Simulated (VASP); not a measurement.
Crystal: Ti.

```
CELL_PARAMETERS angstrom
2.95000 0.00000 0.00000
-1.47500 2.55477 0.00000
0.00000 0.00000 4.68000
ATOMIC_POSITIONS crystal
Ti 0.33333 0.66667 0.25000
Ti 0.66667 0.33333 0.75000
```

- Program: VASP 6.6.1
- Task: relaxation of volume and atoms at fixed shape
- Functional: PBEsol
- Potentials or basis: VASP PAW PBE potentials, release 64 (Ti_sv)
- Cutoff: 500 eV
- k mesh: 10 × 10 × 5
- Occupations: methfessel-paxton, width 0.05 eV
- Spin: no spin polarisation

At the start: pressure -6.1 GPa; volume 17.64 Å³/atom.

Q: Where does the relaxation end?

A: Over 3 steps the energy falls by 19.0 meV/atom and the volume is 16.68 Å³/atom (-5.4 %); space group P6_3/mmc (No. 194, to 0.05 Å).

The path:
| step | energy change (eV) | largest force (eV/Å) | pressure (GPa) | volume (Å³) |
| --- | --- | --- | --- | --- |
| 1 | 0.0000 | 0.0000 | -6.07 | 35.27 |
| 2 | -0.0159 | 0.0000 | 5.26 | 31.97 |
| 3 | -0.0380 | 0.0000 | -0.03 | 33.35 |

Final structure:
```
Ti
1.0
     2.89551    0.00000    0.00000
    -1.44775    2.50758    0.00000
     0.00000    0.00000    4.59355
Ti
2
Direct
  0.33333 0.66667 0.25000
  0.66667 0.33333 0.75000
```

Caveat: the PAW data sets were made with another functional, which shifts forces and pressure a little.
